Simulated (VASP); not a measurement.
Here is a VASP 6.6.1 calculation.

INCAR

```
SYSTEM = VN2
  PREC = Accurate
  ENCUT = 520
  EDIFF = 1E-7
  ISMEAR = 0
  SIGMA = 0.2
  LREAL = .False.
  LASPH = .True.
  NELM = 60
  ALGO = Normal
  ISIF = 2
  LWAVE = .False.
  LCHARG = .False.
  GGA = PS
  NBANDS = 32
```

File KPOINTS:

```
regular mesh
0
Gamma
  12 12 12
  0 0 0
```

File POSCAR:

```
VN2
1.0
   -2.1507500000      2.1507500000      2.4913500000
    2.1507500000     -2.1507500000      2.4913500000
    2.1507500000      2.1507500000     -2.4913500000
V N
2 4
Direct
    0.2500000000      0.2500000000      0.0000000000
    0.7500000000      0.7500000000      0.0000000000
    0.1151000000      0.6151000000      0.7302000000
    0.6151000000      0.8849000000      0.5000000000
    0.8849000000      0.3849000000      0.2698000000
    0.3849000000      0.1151000000      0.5000000000
```

Potentials or basis: VASP PAW PBE potentials, release 64 (V_sv, N).

Command:

```bash
$ cat potpaw_PBE.64/V_sv/POTCAR potpaw_PBE.64/N/POTCAR > POTCAR
$ mpirun -np 1 vasp_std > vasp.out
```

Question: Estimate the largest force.

Answer: 0.376 eV/Å.

Question: What does it give for the band gap on the k mesh?

Answer: Zero (band 23 reaches 11.56 eV, above the bottom of band 24 at 11.20 eV).

Question: Estimate the pressure.

Answer: -10.7 GPa.

Stress tensor (GPa, compression positive):
```
-10.65   0.00   0.00
  0.00 -10.65   0.00
  0.00   0.00 -10.91
```

Caveat: the PAW data sets were made with another functional, which shifts forces and pressure a little; the run has no spin polarisation, though such a crystal can be magnetic. With open d or f shells a metallic result of PBEsol can be an artefact of self-interaction; +U or a hybrid may open a gap.
